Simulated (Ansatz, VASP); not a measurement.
**Two plane-wave programs on AsPb4**

```
CELL_PARAMETERS angstrom
-3.68055 3.68055 3.14281
3.68055 -3.68055 3.14281
3.68055 3.68055 -3.14281
ATOMIC_POSITIONS crystal
As 0.00000 0.00000 0.00000
Pb 0.71699 0.71699 0.43398
Pb 0.28301 0.28301 0.56602
Pb 0.28301 0.71699 0.00000
Pb 0.71699 0.28301 0.00000
```

Alike in both runs: functional PBE; k mesh 8 × 8 × 8; occupations gaussian, width 0.1 eV; no spin polarisation.

Ansatz relaxed the structure, and its values are those at the end. VASP's run is a single point on that final structure, the one shown.

|  | VASP | Ansatz |
| --- | --- | --- |
| version | VASP 6.6.1 | Ansatz 0.2.0 |
| potentials or method | VASP PAW PBE potentials, release 64 (As, Pb_d), cutoff 520 eV | scalar-relativistic, plane waves, PAW |
| valence electrons in the cell | 61 | 71 |

```csv
,VASP,Ansatz,Ansatz less VASP
gap on the k mesh at the Fermi level (eV),none,none,-
pressure (GPa),-0.1,0.0,+0.03
```

A gap of «none» marks a metal or a gap that the smearing closes. VASP's potentials hold 61 valence electrons a cell and Ansatz's 71, so a difference there can come from the potentials and not from the codes.

Neither program's run includes spin-orbit coupling.
